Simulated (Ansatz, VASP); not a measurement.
# Two plane-wave programs on Al

```
Al
1.0
    -2.65173    2.65173    3.71504
     2.65173   -2.65173    3.71504
     2.65173    2.65173   -3.71504
Al
6
Cartesian
  0.0000 0.0000 0.0000
  0.0000 2.6517 1.8575
  2.6517 1.3259 0.9288
  1.3259 2.6517 -0.9288
  1.3259 0.0000 2.7863
  0.0000 1.3259 4.6438
```

Alike in both runs: task relaxation of cell and atoms; functional PBE; k mesh 10 × 10 × 10; occupations gaussian, width 0.1 eV; no spin polarisation.

```csv
,VASP,Ansatz
version,VASP 6.6.1,Ansatz 0.2.0
potentials or method,"VASP PAW PBE potentials, release 64 (Al), cutoff 600 eV","scalar-relativistic, plane waves, PAW"
valence electrons in the cell,18,18
```

```tsv
	VASP	Ansatz	Ansatz less VASP
gap on the k mesh at the Fermi level, each at its own relaxed structure (eV)	none	none	-
relaxed volume (Å³/atom)	17.48	17.46	-0.013
relaxed length of the cell vector where the two differ most in proportion (Å)	5.289	5.292	+0.0028
```

A gap of «none» marks a metal or a gap that the smearing closes.

Noted on VASP's run: too few bands were computed for a metal, which touches its energy and stress.
